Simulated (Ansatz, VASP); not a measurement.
One calculation of Cu3Pt, two programs

The input INCAR:

```
  PREC = Accurate
  ENCUT = 520
  EDIFF = 1E-6
  ISMEAR = -1
  SIGMA = 0.05
  LREAL = False
  LASPH = True
  NELM = 100
  ALGO = Normal
  ISIF = 2
  LWAVE = False
  LCHARG = False
  NBANDS = 30
```

Contents of KPOINTS:

```
regular mesh
0
Gamma
  9 9 9
```

The input POSCAR:

```
Cu3Pt
1.0
    3.7588213882      0.0000000000      0.0000000000
    0.0000000000      3.7588213882      0.0000000000
    0.0000000000      0.0000000000      3.7588213882
Cu Pt
3 1
Direct
    0.0000000000      0.5000000000      0.5000000000
    0.5000000000      0.0000000000      0.5000000000
    0.5000000000      0.5000000000      0.0000000000
    0.0000000000      0.0000000000      0.0000000000
```

Input for Ansatz:

```yaml
crystal:
  lattice:
    - [3.7588213882, 0.0, 0.0]
    - [0.0, 3.7588213882, 0.0]
    - [0.0, 0.0, 3.7588213882]
  atoms:
    - { symbol: Cu, position: [0.0, 0.5, 0.5] }
    - { symbol: Cu, position: [0.5, 0.0, 0.5] }
    - { symbol: Cu, position: [0.5, 0.5, 0.0] }
    - { symbol: Pt, position: [0.0, 0.0, 0.0] }
kpoints:
  mp_grid: { grid: [9, 9, 9] }
  band_path:
    path:
      - [0.0, 0.0, 0.0]
      - [0.0, 0.5, 0.0]
      - [0.5, 0.5, 0.0]
      - [0.0, 0.0, 0.0]
      - [0.5, 0.5, 0.5]
      - [0.0, 0.5, 0.0]
      - [0.5, 0.5, 0.5]
      - [0.5, 0.5, 0.0]
    npoints: 5
scf:
  occupations: { method: fermi_dirac, width: 0.05 }
hamiltonian:
  xc: lda
  pseudopotentials: { kind: all_electron, lapw: { basis_error: 0.001 } }
output:
  forces: true
  stress: true
  eigenvalues: true
```

Change from the starting cell: volume scaled by 1.04.

Alike in both runs: task single point; functional LDA; k mesh 9 × 9 × 9; occupations fermi-dirac, width 0.05 eV; no spin polarisation.

|  | VASP | Ansatz |
| --- | --- | --- |
| version | VASP 6.6.1 | Ansatz 0.2.0 |
| potentials or method | VASP PAW LDA potentials, release 64 (Cu, Pt), cutoff 520 eV | all-electron LAPW, scalar-relativistic |

```csv
,VASP,Ansatz,Ansatz less VASP
pressure (GPa),-16.7,-17.5,-0.77
```

LDA's correlation is that of Perdew and Zunger in VASP and of Perdew and Wang (1992) in Ansatz. Ansatz ran all-electron here, and VASP with PAW potentials.

Neither program's run includes spin-orbit coupling.
